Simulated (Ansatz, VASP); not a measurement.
One calculation of Na4H, two programs

File INCAR:

```
SYSTEM = Na4H
PREC = Accurate
ENCUT = 400
EDIFF = 1E-6
ISMEAR = 0
SIGMA = 0.1
LREAL = .FALSE.
LASPH = .TRUE.
NELM = 120
ALGO = Normal
ISIF = 2
LWAVE = .FALSE.
LCHARG = .FALSE.
LDIPOL = .TRUE.
IDIPOL = 3
DIPOL = 0.5 0.5 0.304
GGA = PE
NBANDS = 40
GGA_COMPAT = .FALSE.
NELMDL = -8
```

KPOINTS

```
Automatic mesh
0
G
  4 4 1
  0 0 0
```

The input POSCAR:

```
Na4H
1.0
    7.2665054626      0.0000000000      0.0000000000
   -2.4221684875      6.8509270508      0.0000000000
    0.0000000000      0.0000000000     20.9665384335
Na H
8 2
Direct
    0.2500000000      0.2500000000      0.1907801811
    0.2500000000      0.7500000000      0.1907801811
    0.7500000000      0.2500000000      0.1907801811
    0.7500000000      0.7500000000      0.1907801811
    0.0000000000      0.0000000000      0.3322693660
    0.0000000000      0.5000000000      0.3322693660
    0.5000000000      0.0000000000      0.3322693660
    0.5000000000      0.5000000000      0.3322693660
    0.0854033960      0.3333333333      0.4753545019
    0.2479299373      0.3333333333      0.4753545019
```

Input for Ansatz:

```yaml
crystal:
  lattice:
    - [7.2665054626, 0.0, 0.0]
    - [-2.4221684875, 6.8509270508, 0.0]
    - [0.0, 0.0, 20.9665384335]
  atoms:
    - { symbol: Na, position: [0.25, 0.25, 0.1907801811] }
    - { symbol: Na, position: [0.25, 0.75, 0.1907801811] }
    - { symbol: Na, position: [0.75, 0.25, 0.1907801811] }
    - { symbol: Na, position: [0.75, 0.75, 0.1907801811] }
    - { symbol: Na, position: [0.0, 0.0, 0.332269366] }
    - { symbol: Na, position: [0.0, 0.5, 0.332269366] }
    - { symbol: Na, position: [0.5, 0.0, 0.332269366] }
    - { symbol: Na, position: [0.5, 0.5, 0.332269366] }
    - { symbol: H, position: [0.085403396, 0.3333333333, 0.4753545019] }
    - { symbol: H, position: [0.2479299373, 0.3333333333, 0.4753545019] }
basis:
  ecutwfc: 420
kpoints:
  mp_grid: { grid: [4, 4, 1] }
hamiltonian:
  xc: pbe
scf:
  occupations: { method: gaussian, width: 0.1 }
output:
  forces: true
  eigenvalues: true
  write_density: true
  write_potential: true
  elf: true
  volumetric_format: npy
efield:
  axis: 3
  dipole_correction: true
  ramp_width: 0.04
```

Alike in both runs: task single point; functional PBE; k mesh 4 × 4 × 1; occupations gaussian, width 0.1 eV; no spin polarisation.

|  | VASP | Ansatz |
| --- | --- | --- |
| version | VASP 6.6.1 | Ansatz 0.2.0 |
| potentials or method | VASP PAW PBE potentials, release 64 (Na_pv, H), cutoff 400 eV | scalar-relativistic, plane waves, PAW |
| valence electrons in the cell | 58 | 74 |

Ansatz gave:

| Item | Value |
| --- | --- |
| gap on the k mesh at the Fermi level (eV) | none |
| rms of the force components (eV/Å) | 1.113 |

Q: Which values does VASP return?

A: gap on the k mesh at the Fermi level (eV): none; rms of the force components (eV/Å): 1.115.

Atom by atom the forces differ by 0.002 eV/Å (rms over components). A gap of «none» marks a metal or a gap that the smearing closes. With one functional, cell and mesh, what is left measures potentials, basis and numerics. VASP's potentials hold 58 valence electrons a cell and Ansatz's 74, so a difference there can come from the potentials and not from the codes. Ansatz's warnings: xc potential rough in thin density.
